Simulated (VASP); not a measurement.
# MgO (P6_3mc) in VASP: a series of runs

The runs below take MgO through single point, with LDA.

Program: VASP 6.6.1. These are calculated values, not measurements. Logs are shortened: lines on timing, memory, paths and dates and some standing lists are left out, and cuts for length are marked.

## Step 1: The cell of the first run

It takes space group P6_3mc (No. 186, hexagonal). The conventional cell has a = 3.308 Å, b = 3.308 Å, c = 4.983 Å, α = 90.00°, β = 90.00°, γ = 120.00°. Mg (site symmetry 3m) has 4 O at 1.97 to 1.99 Å within 2.6 Å. O (site symmetry 3m) has 4 Mg at 1.97 to 1.99 Å within 2.6 Å.

## Step 2: Single point, LDA

The input, INCAR:

```
SYSTEM = MgO
  PREC = Accurate
  ENCUT = 750
  EDIFF = 1E-6
  ISMEAR = 0
  SIGMA = 0.05
  LREAL = .False.
  LASPH = .True.
  NELM = 120
  ALGO = Normal
  ISIF = 2
  LWAVE = .False.
  LCHARG = .False.
  GGA = CA
  NBANDS = 24
  GGA_COMPAT = .False.
```

The input, KPOINTS:

```
regular mesh
0
Gamma
  9 9 6
  0 0 0
```

The input, POSCAR:

```
MgO
1.0
    3.3077869865      0.0000000000      0.0000000000
   -1.6538934933      2.8646275606      0.0000000000
    0.0000000000      0.0000000000      4.9828816700
Mg O
2 2
Direct
    0.3333333333      0.6666666667      0.0021597400
    0.6666666667      0.3333333333      0.5021597400
    0.3333333333      0.6666666667      0.4024402600
    0.6666666667      0.3333333333      0.9024402600
```

Potentials or basis: VASP PAW LDA potentials, release 64 (Mg_sv, O).

Run with:

```sh
$ cat potpaw_LDA.64/Mg_sv/POTCAR potpaw_LDA.64/O/POTCAR > POTCAR
$ mpirun -np 1 vasp_std > vasp.out
```

OUTCAR:

```text
SYSTEM = MgO
   PREC = Accurate
   ENCUT = 750
   EDIFF = 1E-6
   ISMEAR = 0
   LREAL = .False.
   LASPH = .True.
   NELM = 120
   ISIF = 2
   GGA = CA

 ion  position               nearest neighbor table
   1  0.333  0.667  0.002-   4 1.97   4 1.97   4 1.97   3 1.99
   2  0.667  0.333  0.502-   3 1.97   3 1.97   3 1.97   4 1.99
   3  0.333  0.667  0.402-   2 1.97   2 1.97   2 1.97   1 1.99
   4  0.667  0.333  0.902-   1 1.97   1 1.97   1 1.97   2 1.99

  LATTYP: Found a hexagonal cell.
 ALAT       =     3.3077869865
 C/A-ratio  =     1.5064094787

  Lattice vectors:

 A1 = (   3.3077869865,   0.0000000000,   0.0000000000)
 A2 = (  -1.6538934933,   2.8646275606,   0.0000000000)
 A3 = (   0.0000000000,   0.0000000000,   4.9828816700)

Analysis of symmetry for initial positions (statically):
=====================================================================
 Subroutine PRICEL returns:
 Original cell was already a primitive cell.

 Routine SETGRP: Setting up the symmetry group for a
 hexagonal supercell.

 Subroutine GETGRP returns: Found 12 space group operations
 (whereof  6 operations were pure point group operations)
 out of a pool of 24 trial point group operations.

The static configuration has the point symmetry C_3v.
 The point group associated with its full space group is C_6v.

Analysis of symmetry for dynamics (positions and initial velocities):
=====================================================================
 Subroutine PRICEL returns:
 Original cell was already a primitive cell.

 Routine SETGRP: Setting up the symmetry group for a
 hexagonal supercell.

 Subroutine GETGRP returns: Found 12 space group operations
 (whereof  6 operations were pure point group operations)
 out of a pool of 24 trial point group operations.

The dynamic configuration has the point symmetry C_3v.
 The point group associated with its full space group is C_6v.

 Subroutine INISYM returns: Found 12 space group operations
 (whereof  6 operations are pure point group operations),
 and found     1 'primitive' translations

----------------------------------------------------------------------------------------

                                     Primitive cell

  volume of cell :      47.2157

  direct lattice vectors                    reciprocal lattice vectors
     3.307786987  0.000000000  0.000000000     0.302316928  0.174542760  0.000000000
    -1.653893493  2.864627561  0.000000000     0.000000000  0.349085519  0.000000000
     0.000000000  0.000000000  4.982881670     0.000000000  0.000000000  0.200687086

  length of vectors
     3.307786987  3.307786987  4.982881670     0.349085519  0.349085519  0.200687086

  position of ions in fractional coordinates (direct lattice)
     0.333333333  0.666666667  0.002159740
     0.666666667  0.333333333  0.502159740
     0.333333333  0.666666667  0.402440260
     0.666666667  0.333333333  0.902440260

  ion indices of the primitive-cell ions
   primitive index   ion index
                 1           1
                 2           2
                 3           3
                 4           4

----------------------------------------------------------------------------------------

 KPOINTS: regular mesh

Automatic generation of k-mesh.
 Grid dimensions read from file:
 generate k-points for:    9    9    6

 Generating k-lattice:

  Cartesian coordinates                     Fractional coordinates (reciprocal lattice)
     0.033590770  0.019393640  0.000000000     0.111111111 -0.000000000  0.000000000
     0.000000000  0.038787280  0.000000000     0.000000000  0.111111111  0.000000000
     0.000000000  0.000000000  0.033447848     0.000000000  0.000000000  0.166666667

  Length of vectors
     0.038787280  0.038787280  0.033447848

  Shift w.r.t. Gamma in fractional coordinates (k-lattice)
     0.000000000  0.000000000  0.000000000

 Subroutine IBZKPT returns following result:
 ===========================================

 Found     48 irreducible k-points:

 Following reciprocal coordinates:
            Coordinates               Weight
  0.000000  0.000000  0.000000      1.000000
  0.111111  0.000000  0.000000      6.000000
  0.222222  0.000000  0.000000      6.000000
  0.333333  0.000000  0.000000      6.000000
  0.444444  0.000000  0.000000      6.000000
  0.111111  0.111111  0.000000      6.000000
[... 16 lines left out ...]
  0.333333  0.222222  0.166667     24.000000
  0.333333  0.333333  0.166667      4.000000
 [... further k-points ...]
   k-points           NKPTS =     48   k-points in BZ     NKDIM =     48   number of bands    NBANDS=     24
   number of dos      NEDOS =    301   number of ions     NIONS =      4
   total plane-waves  NPLWV =  43200
   dimension x,y,z NGX =    30 NGY =   30 NGZ =   48
   dimension x,y,z NGXF=    60 NGYF=   60 NGZF=   96
   ions per type =               2   2
   NGX,Y,Z   is equivalent  to a cutoff of  15.08, 15.08, 16.01 a.u.
   NGXF,Y,Z  is equivalent  to a cutoff of  30.16, 30.16, 32.03 a.u.
 SYSTEM =  MgO
   PREC   = accura    normal or accurate (medium, high low for compatibility)
   ISTART =      0    job   : 0-new  1-cont  2-samecut
   ICHARG =      2    charge: 1-file 2-atom 10-const
   ISPIN  =      1    spin polarized calculation?
   LNONCOLLINEAR =      F non collinear calculations
   LSORBIT =      F    spin-orbit coupling
   LASPH  =      T    aspherical Exc in radial PAW
   ENCUT  =  750.0 eV  55.12 Ry    7.42 a.u.   7.39  7.39 11.13*2*pi/ulx,y,z
   NELM   =    120;   NELMIN=  2; NELMDL= -5     # of ELM steps
   EDIFF  = 0.1E-05   stopping-criterion for ELM
   LREAL  =      F    real-space projection
   EDIFFG = 0.1E-04   stopping-criterion for IOM
   NSW    =      0    number of steps for IOM
   IBRION =     -1    ionic relax: 0-MD 1-quasi-New 2-CG
   NFREE  =      0    steps in history (QN), initial steepest desc. (CG)
   ISIF   =      2    stress and relaxation
   ISYM   =      2    0-nonsym 1-usesym 2-fastsym
   POTIM  = 0.5000    time-step for ionic-motion
   TEBEG  =    0.0;   TEEND  =   0.0 temperature during run
   PSTRESS=    0.0 pullay stress
   NELECT =      32.0000    total number of electrons
   NUPDOWN=      -1.0000    fix difference up-down
   EMIN   =  10.00;   EMAX   =-10.00  energy-range for DOS
   EFERMI =   0.00;   METHOD = LEGACY
   ISMEAR =     0;   SIGMA  =   0.05  broadening in eV -4-tet -1-fermi 0-gaus
   EFERMI_NEDOS =   21; number of points for ismear=-14 and -15
   IALGO  =     38    algorithm
   IMIX   =      4    mixing-type and parameters
     AMIX     =   0.40;   BMIX     =  1.00
     AMIX_MAG =   1.60;   BMIX_MAG =  1.00
  volume/ion in A,a.u.               =      11.80        79.66
  Fermi-wavevector in a.u.,A,eV,Ry     =   1.438013  2.717450 28.135224  2.067881
  Thomas-Fermi vector in A             =   2.557027
   LORBIT       =      0    0 simple, 1 ext, 2 COOP (PROOUT), +10 PAW based schemes
   GGA     = CA    functional components
   LHFCALC =     F    Hartree Fock is set to
   AEXX    =    0.0000 exact exchange contribution
   IVDW    =     0    specifies the selected vdW correction
   LEPSILON=     F    determine dielectric tensor
   LRPA    =     F    only Hartree local field effects (RPA)
 non-spin polarized calculation
 Gauss-broadening in eV      SIGMA  =   0.05
  energy-cutoff  :      750.00
  volume of cell :       47.22
 maximum number of plane-waves:      2225
 NGX is ok and might be reduce to    30
   NGX = 15   NGY = 15   NGZ = 23

 number of electron      32.0000023 magnetization

 Free energy of the ion-electron system (eV)
  ---------------------------------------------------
  ext. energy  EPLUGINS =         0.00000000
  ---------------------------------------------------
  free energy    TOTEN  =       -25.89371107 eV

  energy without entropy =      -25.89371107  energy(sigma->0) =      -25.89371107

 E-fermi :   0.7801     XC(G=0): -10.5388

 val. band max:        0.5817819432   @ k =   0.0000   0.0000   0.0000
 cond. band min:       3.9509414668   @ k =   0.0000   0.0000   0.0000
 fundamental gap:      3.3691595236
 Fermi energy:         0.7801270454

 k-point     1 :       0.0000    0.0000    0.0000
  band No.  band energies     occupation
      1     -70.3153      2.00000
      2     -70.3105      2.00000
      3     -37.8609      2.00000
      4     -37.8093      2.00000
      5     -37.8057      2.00000
      6     -37.8057      2.00000
[... 16 lines left out ...]
     23      16.7246      0.00000
     24      16.7246      0.00000

 k-point     2 :       0.1111    0.0000    0.0000
  band No.  band energies     occupation
      1     -70.3149      2.00000
      2     -70.3105      2.00000
      3     -37.8592      2.00000
      4     -37.8105      2.00000
      5     -37.8087      2.00000
      6     -37.8067      2.00000
[... 16 lines left out ...]
     23      16.4356      0.00000
     24      16.7032      0.00000

 k-point     3 :       0.2222    0.0000    0.0000
  band No.  band energies     occupation
      1     -70.3140      2.00000
      2     -70.3103      2.00000
      3     -37.8545      2.00000
      4     -37.8165      2.00000
      5     -37.8137      2.00000
      6     -37.8092      2.00000
[... 16 lines left out ...]
     23      15.3570      0.00000
     24      15.7232      0.00000
[... 514 lines left out ...]
 k-point    23 :       0.3333    0.2222    0.1667
  band No.  band energies     occupation
      1     -70.3115      2.00000
      2     -70.3105      2.00000
      3     -37.8425      2.00000
      4     -37.8346      2.00000
      5     -37.8232      2.00000
      6     -37.8188      2.00000
[... 16 lines left out ...]
     23      13.9175      0.00000
     24      16.7192      0.00000

 k-point    24 :       0.3333    0.3333    0.1667
  band No.  band energies     occupation
      1     -70.3109      2.00000
      2     -70.3109      2.00000
      3     -37.8381      2.00000
      4     -37.8381      2.00000
      5     -37.8234      2.00000
      6     -37.8177      2.00000
[... 16 lines left out ...]
     23      13.7973      0.00000
     24      17.5854      0.00000

 [... further k-points ...]

------------------------ aborting loop because EDIFF is reached ----------------------------------------

  FORCE on cell =-STRESS in cart. coord.  units (eV):
  Direction    XX          YY          ZZ          XY          YZ          ZX
  --------------------------------------------------------------------------------------
  -------------------------------------------------------------------------------------
  Total       -1.2934176     -1.2934176     -1.1953236      0.0000000      0.0000000      0.0000000
  in kB      -43.8897468    -43.8897468    -40.5611086      0.0000000      0.0000000      0.0000000
  external PRESSURE =     -42.7802007 kB  Pullay stress =       0.0000000 kB

 VOLUME and BASIS-vectors are now :
 -----------------------------------------------------------------------------
  energy-cutoff  :      750.00
  volume of cell :       47.22
      direct lattice vectors                 reciprocal lattice vectors
     3.307786987  0.000000000  0.000000000     0.302316928  0.174542760  0.000000000
    -1.653893493  2.864627561  0.000000000     0.000000000  0.349085519  0.000000000
     0.000000000  0.000000000  4.982881670     0.000000000  0.000000000  0.200687086

 POSITION                                       TOTAL-FORCE (eV/Angst)
 -----------------------------------------------------------------------------------
     -0.00000      1.90975      0.01076         0.000000      0.000000      0.033450
      1.65389      0.95488      2.50220         0.000000     -0.000000      0.033450
     -0.00000      1.90975      2.00531        -0.000000      0.000000     -0.033450
      1.65389      0.95488      4.49675         0.000000      0.000000     -0.033450
 -----------------------------------------------------------------------------------
    total drift:                               -0.000001      0.000000      0.002487

  FREE ENERGIE OF THE ION-ELECTRON SYSTEM (eV)
  ---------------------------------------------------
  free  energy   TOTEN  =       -25.8937110735 eV

  energy  without entropy=      -25.8937110735  energy(sigma->0) =      -25.89371107
```

Run time: 90 s. Hardware: 1 thread of Intel Xeon 6975P-C (Granite Rapids), shared host; peak memory 0.21 GiB.

What came out:

```yaml
Free_energy: -25.8937 eV
Pressure: -4.3 GPa
Largest_force: 0.033 eV/Å
Band_gap_on_the_k_mesh: 3.37 eV
```

Forces on the atoms (eV/Å):
```
Mg   0.000  0.000  0.033
Mg   0.000  0.000  0.033
O    0.000  0.000 -0.033
O    0.000  0.000 -0.033
```

Caveat: the cell stands under tension; an odd mesh through Γ misses points on the zone boundary, where band edges can lie.

## Step 3: Single point, LDA

The input, INCAR:

```
ALGO     = Normal         # electronic algorithm
EDIFF    = 1E-6           # SCF threshold, eV
ENCUT    = 750            # plane-wave cutoff, eV
GGA      = CA             # functional
GGA_COMPAT= False        
ISIF     = 2              # what is computed and relaxed
ISMEAR   = 0              # smearing method
LASPH    = True           # aspherical terms in the spheres
LCHARG   = False          # write CHGCAR
LREAL    = False          # projectors in reciprocal space
LWAVE    = False          # write WAVECAR
NBANDS   = 24             # bands
NELM     = 120            # most SCF steps
PREC     = Accurate       # precision mode
SIGMA    = 0.05           # smearing width, eV
```

The input, KPOINTS:

```
k-points
0
Gamma
  9 9 6
```

POSCAR is that of step 2.

Potentials or basis: VASP PAW LDA potentials, release 64 (Mg_sv, O).

Run with:

```sh
$ cat potpaw_LDA.64/Mg_sv/POTCAR potpaw_LDA.64/O/POTCAR > POTCAR
$ mpirun -np 1 vasp_std > vasp.out
```

Run time: 32 s. Hardware: 1 thread of Intel Xeon 6975P-C (Granite Rapids), shared host; peak memory 0.2 GiB.

Results (log left out):

* Free energy: -25.8937 eV
* Pressure: -4.3 GPa
* Largest force: 0.033 eV/Å
* Band gap on the k mesh: 3.37 eV

Forces in eV/Å, atoms in the order of the input:
```
Mg   0.000  0.000  0.033
Mg   0.000  0.000  0.033
O    0.000  0.000 -0.033
O    0.000  0.000 -0.033
```

Stress tensor (GPa, compression positive):
```
-4.39  0.00  0.00
 0.00 -4.39  0.00
 0.00  0.00 -4.06
```

Levels at points of the mesh, in eV from the valence-band top:
```
           k point  band 13  band 14  band 15  band 16  band 17  band 18  band 19  band 20
(0.00, 0.00, 0.00)    -0.79    -0.45    -0.45     0.00     3.37     8.33    10.17    13.82
(0.00, 0.00, 0.50)    -0.63    -0.63    -0.63    -0.63     5.87     5.87    12.98    12.98
```

Caveat: the cell stands under tension; an odd mesh through Γ misses points on the zone boundary, where band edges can lie.
